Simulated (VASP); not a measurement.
Crystal: AlGaC4N4.

```
Al Ga C N
1.0
     4.08362   -5.40496    0.00000
     4.08362    5.40496    0.00000
     0.00000    0.00000    3.14761
Al Ga C N
1 1 4 4
Direct
  0.00000 0.00000 0.00000
  0.50000 0.50000 0.00000
  0.19295 0.80705 0.00000
  0.80705 0.19295 0.00000
  0.18335 0.18335 0.50000
  0.81665 0.81665 0.50000
  0.30062 0.69938 0.00000
  0.69938 0.30062 0.00000
  0.33240 0.33240 0.50000
  0.66760 0.66760 0.50000
```

| Item | Value |
| --- | --- |
| Program | VASP 6.6.1 |
| Task | relaxation of cell and atoms |
| Functional | PBE |
| Potentials or basis | VASP PAW PBE potentials, release 64 (Al, Ga_d, C, N) |
| Cutoff | 600 eV |
| k mesh | 4 × 4 × 6 |
| Occupations | gaussian, width 0.1 eV |
| Spin | no spin polarisation |

At the start: pressure 0.0 GPa; volume 13.89 Å³/atom.

Question: How do energy, volume and symmetry change on relaxing?

Answer: Over 23 steps the energy falls by 3.6 meV/atom and the volume is 13.69 Å³/atom (-1.5 %); space group Cmmm (No. 65, to 0.1 Å) before and after.

Step by step:
```
step  energy change (eV)  largest force (eV/Å)  pressure (GPa)  volume (Å³)
   1              0.0000                0.6498            0.02       138.95
   2              0.3080                4.6324           -6.72       138.97
   3             -0.0061                0.3202           -0.90       138.95
   4             -0.0196                0.6981           -0.41       137.66
   5             -0.0196                0.6654           -0.44       137.74
   6             -0.0255                0.5091           -0.25       137.41
   7             -0.0327                0.1115            0.21       136.56
   8             -0.0328                0.1482            0.30       136.44
   9             -0.0331                0.1095            0.30       136.48
  10             -0.0337                0.1529            0.38       136.59
  11             -0.0334                0.3527            0.51       136.83
  12             -0.0338                0.2233            0.42       136.68
  13             -0.0340                0.2079            0.37       136.71
  14             -0.0344                0.1615            0.28       136.81
  15             -0.0350                0.1009            0.07       137.00
  16             -0.0349                0.1818           -0.37       137.38
  17             -0.0352                0.0986           -0.12       137.16
  18             -0.0353                0.0632           -0.14       137.17
  19             -0.0353                0.0646           -0.16       137.20
  20             -0.0354                0.0624           -0.15       137.18
  21             -0.0356                0.0564           -0.11       137.14
  22             -0.0358                0.0451           -0.04       137.05
  23             -0.0361                0.0234            0.05       136.88
```

Final structure:
```
CELL_PARAMETERS angstrom
4.11916 -5.37257 0.00000
4.11916 5.37257 0.00000
0.00000 0.00000 3.09265
ATOMIC_POSITIONS crystal
Al 0.00000 0.00000 0.00000
Ga 0.50000 0.50000 0.00000
C 0.19517 0.80483 0.00000
C 0.80483 0.19517 0.00000
C 0.18310 0.18310 0.50000
C 0.81690 0.81690 0.50000
N 0.30379 0.69621 0.00000
N 0.69621 0.30379 0.00000
N 0.33144 0.33144 0.50000
N 0.66856 0.66856 0.50000
```
